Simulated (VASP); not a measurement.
Write the native input for VASP 6.6.1 that does the following.

| Property | Result |
| --- | --- |
| Task | single point |
| Functional | PBE |
| Potentials or basis | VASP PAW PBE potentials, release 64 (Zn, O) |
| Cutoff | 600 eV |
| k mesh | 9 × 9 × 4 |
| Occupations | gaussian, width 0.01 eV |
| Spin | no spin polarisation |
| Dipole correction | no |
| Further INCAR settings | ALGO = Normal; EDIFF = 1e-06; NBANDS = 26 |

The structure of ZnO lies in POSCAR:

```
ZnO
1.0
    3.2795251948      0.0000000000      0.0000000000
   -1.6397625974      2.8401521310      0.0000000000
    0.0000000000      0.0000000000      5.2931629037
Zn O
2 2
Direct
    0.3333333333      0.6666666667      0.4999596405
    0.6666666667      0.3333333333     -0.0000403595
    0.6666666667      0.3333333333      0.3790503595
    0.3333333333      0.6666666667      0.8790503595
```

The input as run:

INCAR

```
ALGO = Normal
EDIFF = 1E-6
ENCUT = 600
GGA = PE
GGA_COMPAT = False
ISIF = 2
ISMEAR = 0
LASPH = True
LCHARG = False
LREAL = False
LWAVE = False
NBANDS = 26
NELM = 120
PREC = Accurate
SIGMA = 0.01
```

KPOINTS

```
k-points
0
Gamma
  9 9 4
```

Potentials or basis: VASP PAW PBE potentials, release 64 (Zn, O).

The run is started by

```sh
$ cat potpaw_PBE.64/Zn/POTCAR potpaw_PBE.64/O/POTCAR > POTCAR
$ mpirun -np 1 vasp_std > vasp.out
```

It gave:

```json
{"Pressure": "0.7 GPa", "Band gap on the k mesh": "0.73 eV"}
```

It took 58 s on 1 thread of Intel(R) Xeon(R) 6975P-C (Granite Rapids), with other jobs on the host, peak memory 0.19 GiB.
